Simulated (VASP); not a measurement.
# Ti5Si3 (P6_3/mcm) in VASP: a series of runs, part 2 of 2

VASP 6.6.1. Earlier steps stand in the parts before.

### 4 Relaxation of cell and atoms, PBEsol

This run uses another cell than the first one, of 15.57 Å³/atom.

Input file INCAR:

```
PREC = Accurate
ENCUT = 500
EDIFF = 1E-7
ISMEAR = 0
SIGMA = 0.1
LREAL = False
LASPH = True
NELM = 120
ALGO = Normal
ISIF = 3
LWAVE = False
LCHARG = False
GGA = PS
IBRION = 2
NSW = 100
EDIFFG = -0.05
GGA_COMPAT = False
NELMIN = 4
```

Input file KPOINTS:

```
regular mesh
0
Gamma
  3 3 4
```

Input file POSCAR:

```
Ti5Si3
1.0
    7.4650000000      0.0000000000      0.0000000000
   -3.7325000000      6.4648796393      0.0000000000
    0.0000000000      0.0000000000      5.1620000000
Ti Si
10 6
Direct
    0.3333333333      0.6666666667      0.0000000000
    0.6666666667      0.3333333333      0.5000000000
    0.6666666667      0.3333333333      0.0000000000
    0.3333333333      0.6666666667      0.5000000000
    0.2300000000      0.0000000000      0.2500000000
    0.2300000000      0.2300000000      0.7500000000
    0.0000000000      0.2300000000      0.2500000000
    0.7700000000      0.0000000000      0.7500000000
    0.7700000000      0.7700000000      0.2500000000
    0.0000000000      0.7700000000      0.7500000000
    0.6000000000      0.0000000000      0.2500000000
    0.6000000000      0.6000000000      0.7500000000
    0.0000000000      0.6000000000      0.2500000000
    0.4000000000      0.0000000000      0.7500000000
    0.4000000000      0.4000000000      0.2500000000
    0.0000000000      0.4000000000      0.7500000000
```

Potentials or basis: VASP PAW PBE potentials, release 64 (Ti_sv, Si).

Run with:

```
$ cat potpaw_PBE.64/Ti_sv/POTCAR potpaw_PBE.64/Si/POTCAR > POTCAR
$ mpirun -np 1 vasp_std > vasp.out
```

OUTCAR:

```text
PREC = Accurate
   ENCUT = 500
   EDIFF = 1E-7
   ISMEAR = 0
   LREAL = False
   LASPH = True
   NELM = 120
   ISIF = 3
   GGA = PS
   IBRION = 2
   NSW = 100
   EDIFFG = -0.05
   NELMIN = 4

 ion  position               nearest neighbor table
   1  0.333  0.667  0.000-   4 2.58   4 2.58  13 2.62  14 2.62  16 2.62  11 2.62  12 2.62  15 2.62

   2  0.667  0.333  0.500-   3 2.58   3 2.58  16 2.62  11 2.62  13 2.62  14 2.62  15 2.62  12 2.62

   3  0.667  0.333  0.000-   2 2.58   2 2.58  16 2.62  11 2.62  13 2.62  14 2.62  15 2.62  12 2.62
[... 7 lines left out ...]
   9  0.770  0.770  0.250-  13 2.60  11 2.60  15 2.76  12 2.88  12 2.88
  10  0.000  0.770  0.750-  12 2.60  14 2.60  16 2.76  13 2.88  13 2.88
  11  0.600  0.000  0.250-   7 2.60   9 2.60   2 2.62   3 2.62   1 2.62   4 2.62   5 2.76   8 2.88
                             8 2.88  14 2.98  14 2.98
  12  0.600  0.600  0.750-  10 2.60   8 2.60   1 2.62   4 2.62   3 2.62   2 2.62   6 2.76   9 2.88
                             9 2.88  15 2.98  15 2.98
  13  0.000  0.600  0.250-   9 2.60   5 2.60   1 2.62   4 2.62   3 2.62   2 2.62   7 2.76  10 2.88
                            10 2.88  16 2.98  16 2.98
  14  0.400  0.000  0.750-   6 2.60  10 2.60   1 2.62   4 2.62   3 2.62   2 2.62   8 2.76   5 2.88
                             5 2.88  11 2.98  11 2.98
  15  0.400  0.400  0.250-   7 2.60   5 2.60   2 2.62   3 2.62   1 2.62   4 2.62   9 2.76   6 2.88
                             6 2.88  12 2.98  12 2.98
  16  0.000  0.400  0.750-   6 2.60   8 2.60   2 2.62   3 2.62   1 2.62   4 2.62  10 2.76   7 2.88
                             7 2.88  13 2.98  13 2.98
[... 352 lines left out ...]

 number of electron     144.0000005 magnetization

------------------------ aborting loop because EDIFF is reached ----------------------------------------
[... 95 lines left out ...]
--------------------------------------- Ionic step       10  -------------------------------------------

 number of electron     144.0000015 magnetization

 Free energy of the ion-electron system (eV)
  ---------------------------------------------------
  ext. energy  EPLUGINS =         0.00000000
  ---------------------------------------------------
  free energy    TOTEN  =      -131.20616264 eV

  energy without entropy =     -131.13997696  energy(sigma->0) =     -131.17306980

 E-fermi :   9.2711     XC(G=0): -11.8433

 val. band max:        9.2542842760   @ k =   0.0000   0.0000   0.2500
 cond. band min:       9.2852716875   @ k =   0.3333  -0.0000   0.2500
 fundamental gap:      0.0309874115
 Fermi energy:         9.2711020078

 k-point     1 :       0.0000    0.0000    0.0000
  band No.  band energies     occupation
      1     -47.2573      2.00000
      2     -47.2374      2.00000
      3     -47.2374      2.00000
      4     -47.2219      2.00000
      5     -47.2205      2.00000
      6     -47.2205      2.00000
[... 772 lines left out ...]
     83      10.6824      0.00000
     84      10.6824      0.00000
 [bands above 84 left out]

------------------------ aborting loop because EDIFF is reached ----------------------------------------

  FORCE on cell =-STRESS in cart. coord.  units (eV):
  Direction    XX          YY          ZZ          XY          YZ          ZX
  --------------------------------------------------------------------------------------
  -------------------------------------------------------------------------------------
  Total        0.1309837      0.1309837      0.0965890     -0.0000000      0.0000000      0.0000000
  in kB        0.8725406      0.8725406      0.6434220     -0.0000000      0.0000000      0.0000000
  external PRESSURE =       0.7961678 kB  Pullay stress =       0.0000000 kB
[... 31 lines left out ...]
  FREE ENERGIE OF THE ION-ELECTRON SYSTEM (eV)
  ---------------------------------------------------
  free  energy   TOTEN  =      -131.2061626369 eV

  energy  without entropy=     -131.1399769557  energy(sigma->0) =     -131.17306980

 reached required accuracy - stopping structural energy minimisation
```

OSZICAR:

```text
N       E                     dE             d eps       ncg     rms          rms(c)
DAV:   1     0.197323695647E+04    0.19732E+04   -0.67207E+04  1556   0.191E+03
DAV:   2     0.152792395224E+03   -0.18204E+04   -0.17801E+04  1548   0.613E+02
DAV:   3    -0.110603345918E+03   -0.26340E+03   -0.25297E+03  2298   0.201E+02
DAV:   4    -0.147637821642E+03   -0.37034E+02   -0.36526E+02  2296   0.645E+01
[... 150 lines left out ...]
DAV:   7    -0.131206163713E+03    0.15344E-05   -0.10495E-05  2192   0.157E-02    0.607E-03
DAV:   8    -0.131206162829E+03    0.88343E-06   -0.16582E-06  2162   0.618E-03    0.152E-03
DAV:   9    -0.131206162729E+03    0.10054E-06   -0.10669E-07  1112   0.176E-03    0.776E-04
DAV:  10    -0.131206162592E+03    0.13668E-06   -0.47295E-08   924   0.116E-03    0.287E-04
DAV:  11    -0.131206162637E+03   -0.44714E-07   -0.14517E-08   918   0.646E-04
  10 F= -.13120616E+03 E0= -.13117307E+03  d E =-.239999E-02
```

It took 23 min on 1 thread of Intel Xeon 6975P-C (Granite Rapids), shared host; peak memory 0.42 GiB.

Results:

| Quantity | Value |
| --- | --- |
| Free energy | -131.2062 eV |
| Relaxed volume | 15.03 Å³/atom |
| Relaxed cell | a = 7.405 Å, b = 7.405 Å, c = 5.065 Å, α = 90.00°, β = 90.00°, γ = 120.00° |
| Space group after relaxing (to 0.1 Å) | P6_3/mcm (No. 193) |
| Energy gained by relaxing | 45.4 meV/atom |
| Ionic steps | 10 |
| Pressure after relaxing | 0.1 GPa |
| Largest force after relaxing | 0.018 eV/Å |
| Band gap on the k mesh | zero (bands 72 and 73 overlap by 0.52 eV) |

Forces in eV/Å, atoms in the order of the input:
```
Ti   0.000  0.000  0.000
Ti   0.000  0.000  0.000
Ti   0.000  0.000  0.000
Ti   0.000  0.000  0.000
Ti   0.009  0.000  0.000
Ti   0.004  0.008  0.000
Ti  -0.004  0.008  0.000
Ti  -0.009  0.000  0.000
Ti  -0.004 -0.008  0.000
Ti   0.004 -0.008  0.000
Si   0.018  0.000  0.000
Si   0.009  0.015  0.000
Si  -0.009  0.015  0.000
Si  -0.018  0.000  0.000
Si  -0.009 -0.015  0.000
Si   0.009 -0.015  0.000
```

The path:
| step | energy change (eV) | largest force (eV/Å) | pressure (GPa) | volume (Å³) |
| --- | --- | --- | --- | --- |
| 1 | 0.0000 | 1.1662 | -5.69 | 249.12 |
| 2 | -0.3423 | 0.5782 | 6.77 | 229.70 |
| 3 | -0.4252 | 0.7953 | 2.55 | 235.34 |
| 4 | -0.6323 | 0.2898 | 1.04 | 237.84 |
| 5 | -0.6544 | 0.2731 | 0.48 | 238.97 |
| 6 | -0.7151 | 0.1547 | -0.53 | 241.15 |
| 7 | -0.7184 | 0.1183 | -0.81 | 241.80 |
| 8 | -0.7217 | 0.0249 | 0.85 | 239.43 |
| 9 | -0.7243 | 0.0633 | 0.18 | 240.38 |
| 10 | -0.7267 | 0.0179 | 0.08 | 240.52 |

Final structure:
```yaml
crystal:
  lattice:
    - [7.40469, 0.00000, 0.00000]
    - [-3.70234, 6.41265, 0.00000]
    - [0.00000, 0.00000, 5.06522]
  atoms:
    - { symbol: Ti, position: [0.33333, 0.66667, 0.00000] }
    - { symbol: Ti, position: [0.66667, 0.33333, 0.50000] }
    - { symbol: Ti, position: [0.66667, 0.33333, 0.00000] }
    - { symbol: Ti, position: [0.33333, 0.66667, 0.50000] }
    - { symbol: Ti, position: [0.24874, 0.00000, 0.25000] }
    - { symbol: Ti, position: [0.24874, 0.24874, 0.75000] }
    - { symbol: Ti, position: [0.00000, 0.24874, 0.25000] }
    - { symbol: Ti, position: [0.75126, 0.00000, 0.75000] }
    - { symbol: Ti, position: [0.75126, 0.75126, 0.25000] }
    - { symbol: Ti, position: [0.00000, 0.75126, 0.75000] }
    - { symbol: Si, position: [0.60734, 0.00000, 0.25000] }
    - { symbol: Si, position: [0.60734, 0.60734, 0.75000] }
    - { symbol: Si, position: [0.00000, 0.60734, 0.25000] }
    - { symbol: Si, position: [0.39266, 0.00000, 0.75000] }
    - { symbol: Si, position: [0.39266, 0.39266, 0.25000] }
    - { symbol: Si, position: [0.00000, 0.39266, 0.75000] }
```

Levels at points of the mesh, in eV from the Fermi level:
| k point | band 70 | band 71 | band 72 | band 73 | band 74 | band 75 |
| --- | --- | --- | --- | --- | --- | --- |
| (0.00, 0.00, 0.00) | -0.57 | -0.57 | -0.42 | 0.23 | 0.23 | 0.55 |
| (0.00, 0.00, 0.50) | -0.88 | 0.44 | 0.44 | 0.44 | 0.44 | 0.48 |

Caveat: the PAW data sets were made with another functional, which shifts forces and pressure a little.

### 5 Single point, PBEsol

Input file INCAR:

```
PREC = Accurate
ENCUT = 520
EDIFF = 1E-7
ISMEAR = 0
SIGMA = 0.1
LREAL = Auto
LASPH = True
NELM = 100
ALGO = Fast
ISIF = 2
LWAVE = False
LCHARG = False
GGA = PS
NBANDS = 86
```

Input file KPOINTS:

```
Automatic mesh
0
Gamma
  6 6 8
```

Input file POSCAR:

```
Ti5Si3
1.0
    7.4036785921      0.0000000000      0.0000000000
   -3.7018392960      6.4117737422      0.0000000000
    0.0000000000      0.0000000000      5.0683244178
Ti Si
10 6
Direct
    0.3333333333      0.6666666667      0.0000000000
    0.6666666667      0.3333333333      0.5000000000
    0.6666666667      0.3333333333      0.0000000000
    0.3333333333      0.6666666667      0.5000000000
    0.2496494430      0.0000000000      0.2500000000
    0.2496494430      0.2496494430      0.7500000000
    0.0000000000      0.2496494430      0.2500000000
    0.7503505570      0.0000000000      0.7500000000
    0.7503505570      0.7503505570      0.2500000000
    0.0000000000      0.7503505570      0.7500000000
    0.6076222159      0.0000000000      0.2500000000
    0.6076222159      0.6076222159      0.7500000000
    0.0000000000      0.6076222159      0.2500000000
    0.3923777841      0.0000000000      0.7500000000
    0.3923777841      0.3923777841      0.2500000000
    0.0000000000      0.3923777841      0.7500000000
```

Potentials or basis: VASP PAW PBE potentials, release 64 (Ti_sv, Si).

Run with:

```
$ cat potpaw_PBE.64/Ti_sv/POTCAR potpaw_PBE.64/Si/POTCAR > POTCAR
$ mpirun -np 1 vasp_std > vasp.out
```

OUTCAR:

```text
PREC = Accurate
   ENCUT = 520
   EDIFF = 1E-7
   ISMEAR = 0
   LREAL = Auto
   LASPH = True
   NELM = 100
   ISIF = 2
   GGA = PS

 ion  position               nearest neighbor table
   1  0.333  0.667  0.000-   4 2.53   4 2.53  14 2.61  13 2.61  11 2.61  16 2.61  15 2.61  12 2.61

   2  0.667  0.333  0.500-   3 2.53   3 2.53  11 2.61  16 2.61  14 2.61  13 2.61  12 2.61  15 2.61

   3  0.667  0.333  0.000-   2 2.53   2 2.53  11 2.61  16 2.61  14 2.61  13 2.61  12 2.61  15 2.61
[... 7 lines left out ...]
   9  0.750  0.750  0.250-  11 2.55  13 2.55  15 2.65  12 2.75  12 2.75
  10  0.000  0.750  0.750-  12 2.55  14 2.55  16 2.65  13 2.75  13 2.75
  11  0.608  0.000  0.250-   9 2.55   7 2.55   2 2.61   3 2.61   1 2.61   4 2.61   5 2.65   8 2.75
                             8 2.75  14 2.99  14 2.99
  12  0.608  0.608  0.750-   8 2.55  10 2.55   2 2.61   3 2.61   1 2.61   4 2.61   6 2.65   9 2.75
                             9 2.75  15 2.99  15 2.99
  13  0.000  0.608  0.250-   9 2.55   5 2.55   1 2.61   4 2.61   3 2.61   2 2.61   7 2.65  10 2.75
                            10 2.75  16 2.99  16 2.99
  14  0.392  0.000  0.750-   6 2.55  10 2.55   1 2.61   4 2.61   3 2.61   2 2.61   8 2.65   5 2.75
                             5 2.75  11 2.99  11 2.99
  15  0.392  0.392  0.250-   5 2.55   7 2.55   1 2.61   4 2.61   3 2.61   2 2.61   9 2.65   6 2.75
                             6 2.75  12 2.99  12 2.99
[... 2311 lines left out ...]
     83      10.7994      0.00000
     84      10.9317      0.00000

 [... further k-points ...]

 [bands above 84 left out]

------------------------ aborting loop because EDIFF is reached ----------------------------------------

  FORCE on cell =-STRESS in cart. coord.  units (eV):
  Direction    XX          YY          ZZ          XY          YZ          ZX
  --------------------------------------------------------------------------------------
  -------------------------------------------------------------------------------------
  Total        0.1390402      0.1390402      0.2485969      0.0000000      0.0000000      0.0000000
  in kB        0.9258931      0.9258931      1.6554504      0.0000000      0.0000000      0.0000000
  external PRESSURE =       1.1690788 kB  Pullay stress =       0.0000000 kB

 VOLUME and BASIS-vectors are now :
 -----------------------------------------------------------------------------
  energy-cutoff  :      520.00
  volume of cell :      240.60
      direct lattice vectors                 reciprocal lattice vectors
     7.403678592  0.000000000  0.000000000     0.135067992  0.077981541  0.000000000
    -3.701839296  6.411773742  0.000000000     0.000000000  0.155963083  0.000000000
     0.000000000  0.000000000  5.068324418     0.000000000  0.000000000  0.197303866

 POSITION                                       TOTAL-FORCE (eV/Angst)
 -----------------------------------------------------------------------------------
     -0.00000      4.27452      0.00000        -0.000000      0.000000     -0.000000
      3.70184      2.13726      2.53416        -0.000000      0.000000     -0.000000
      3.70184      2.13726      0.00000        -0.000000      0.000000     -0.000000
     -0.00000      4.27452      2.53416        -0.000000      0.000000     -0.000000
      1.84832      0.00000      1.26708         0.003812      0.000000      0.000000
      0.92416      1.60070      3.80124         0.001906      0.003301     -0.000000
[... 8 lines left out ...]
      1.45252      2.51584      1.26708         0.002462      0.004264     -0.000000
     -1.45252      2.51584      3.80124        -0.002462      0.004264      0.000000
 -----------------------------------------------------------------------------------
    total drift:                                0.000000     -0.000000     -0.000000

  FREE ENERGIE OF THE ION-ELECTRON SYSTEM (eV)
  ---------------------------------------------------
  free  energy   TOTEN  =      -131.2563586085 eV

  energy  without entropy=     -131.2176049680  energy(sigma->0) =     -131.23698179
```

stdout:

```text
[... 55 lines left out ...]
 num prob  num prob  num prob  num prob  num prob  num prob  num prob  num prob  num prob  num prob  num prob  num prob  num prob  num prob  num prob  num prob  num prob  num prob  num prob  num prob  num prob  num prob  num prob  num prob  num prob  num prob  num prob  num prob  num prob  num prob  num prob  num prob  num prob  num prob  num prob  num prob  num prob  num prob  num prob  num prob  num prob  num prob  num prob  num prob  num prob  num prob WARNING in EDDRMM: call to ZHEGV failed, returncode =   8  4     33
 num prob  num prob  num prob  num prob  num prob  num prob  num prob  num prob  num prob  num prob  num prob  num prob  num prob  num prob  num prob
```

It took 58 min on 1 thread of Intel Xeon Platinum 8559C (Emerald Rapids), shared host; peak memory 0.65 GiB.

What came out:

```
Free energy            : -131.2564 eV
Pressure               : 0.1 GPa
Largest force          : 0.005 eV/Å
Band gap on the k mesh : zero (bands 72 and 73 overlap by 0.65 eV)
```

Forces on the atoms (eV/Å):
```
Ti   0.000  0.000  0.000
Ti   0.000  0.000  0.000
Ti   0.000  0.000  0.000
Ti   0.000  0.000  0.000
Ti   0.004  0.000  0.000
Ti   0.002  0.003  0.000
Ti  -0.002  0.003  0.000
Ti  -0.004  0.000  0.000
Ti  -0.002 -0.003  0.000
Ti   0.002 -0.003  0.000
Si  -0.005  0.000  0.000
Si  -0.002 -0.004  0.000
Si   0.002 -0.004  0.000
Si   0.005  0.000  0.000
Si   0.002  0.004  0.000
Si  -0.002  0.004  0.000
```

Caveat: the PAW data sets were made with another functional, which shifts forces and pressure a little.

### 6 The runs side by side

```tsv
task	cell	k mesh	cutoff (eV)	gap on the mesh (eV)	pressure (GPa)	largest force (eV/Å)
single point	a = 7.406, b = 7.406, c = 5.066 Å, angles 90.0, 90.0, 120.0°, 16 atoms, atomic positions A	3 × 3 × 4	500	none	0.0	0.01
single point	a = 7.465, b = 7.465, c = 5.162 Å, angles 90.0, 90.0, 120.0°, 16 atoms, atomic positions B	3 × 3 × 4	500	none	-5.7	1.17
relaxation of cell and atoms	relaxed from a = 7.465, b = 7.465, c = 5.162 Å, angles 90.0, 90.0, 120.0°, 16 atoms, atomic positions B	3 × 3 × 4	500	none	0.1	0.02
single point	a = 7.404, b = 7.404, c = 5.068 Å, angles 90.0, 90.0, 120.0°, 16 atoms, atomic positions A	6 × 6 × 8	520	none	0.1	-
```

Alike in all rows: level PBEsol; potentials or basis VASP PAW PBE potentials, release 64 (Ti_sv, Si); no spin polarisation; smearing gaussian 0.1 eV.

Caveats: the PAW data sets were made with another functional, which shifts forces and pressure a little; the cell stands under tension (at least some runs).

Total energies depend on the potentials used, so only differences within one code and one set of settings carry meaning.
